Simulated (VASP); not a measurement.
Here is a VASP 6.6.1 calculation.

INCAR

```
  PREC = Accurate
  ENCUT = 520
  EDIFF = 1E-6
  ISMEAR = 0
  SIGMA = 0.2
  LREAL = False
  LASPH = True
  NELM = 100
  ALGO = Normal
  ISIF = 2
  LWAVE = False
  LCHARG = True
  GGA = PE
  LELF = True
  LVHAR = True
  NBANDS = 39
```

File KPOINTS:

```
regular mesh
0
Gamma
  4 4 2
```

The input POSCAR:

```
Cd2S
1.0
    3.9474365637      0.0000000000      0.0000000000
    0.0000000000      3.9474365637      0.0000000000
    0.0000000000      0.0000000000      8.8746476209
Cd S
4 2
Direct
    0.0000000000      0.5000000000      0.6366769819
    0.5000000000      0.0000000000      0.3633230181
    0.0000000000      0.0000000000      0.0000000000
    0.5000000000      0.5000000000      0.0000000000
    0.0000000000      0.5000000000      0.3343527053
    0.5000000000      0.0000000000      0.6656472947
```

Potentials or basis: VASP PAW PBE potentials, release 64 (Cd, S).

The run is started by

```sh
$ cat potpaw_PBE.64/Cd/POTCAR potpaw_PBE.64/S/POTCAR > POTCAR
$ mpirun -np 1 vasp_std > vasp.out
```

**Question.** Predict the band gap on the k mesh.

**Answer.** Zero (bands 30 and 31 overlap by 0.86 eV).

**Question.** Estimate the pressure.

**Answer.** 0.7 GPa.

**Question.** Estimate the largest force.

**Answer.** 0.041 eV/Å.

Forces on the atoms (eV/Å):
```
Cd   0.000  0.000 -0.041
Cd   0.000  0.000  0.041
Cd   0.000  0.000  0.000
Cd   0.000  0.000  0.000
S    0.000  0.000 -0.039
S    0.000  0.000  0.039
```

Caveat: the k points lie up to 0.40 Å⁻¹ apart, too coarse for converged energies and pressures of a metal.
